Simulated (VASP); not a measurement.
## LiF: single point with LDA

Crystal: LiF.

```
CELL_PARAMETERS angstrom
2.95792 0.00000 0.00000
-1.47896 2.56163 0.00000
0.00000 0.00000 4.88915
ATOMIC_POSITIONS crystal
Li 0.33333 0.66667 0.38398
Li 0.66667 0.33333 0.88398
F 0.33333 0.66667 0.99102
F 0.66667 0.33333 0.49102
```

```
Program             : VASP 6.6.1
Task                : single point
Functional          : LDA
Potentials or basis : VASP PAW LDA potentials, release 64 (Li_sv, F)
Cutoff              : 520 eV
k mesh              : 9 × 9 × 6
Occupations         : gaussian, width 0.05 eV
Spin                : no spin polarisation
```

| Quantity | Value |
| --- | --- |
| Largest force | 0.274 eV/Å |
| Band gap on the k mesh | 7.89 eV |

Forces in eV/Å, atoms in the order of the input:
```
Li   0.000  0.000 -0.274
Li   0.000  0.000 -0.274
F    0.000  0.000  0.274
F    0.000  0.000  0.274
```

Levels at points of the mesh, in eV from the valence-band top:
```tsv
k point	band 7	band 8	band 9	band 10	band 11	band 12	band 13	band 14
(0.00, 0.00, 0.00)	-0.41	-0.12	-0.12	0.00	7.89	11.91	15.47	19.13
(0.00, 0.00, 0.50)	-0.26	-0.26	-0.26	-0.26	9.58	9.58	17.42	17.42
```

Run time: 23 s on 1 thread of Intel(R) Xeon(R) Platinum 8175M CPU @ 2.50GHz (Skylake/Cascade Lake) (shared host), peak memory 0.14 GiB.

 A k mesh can miss the band edges.
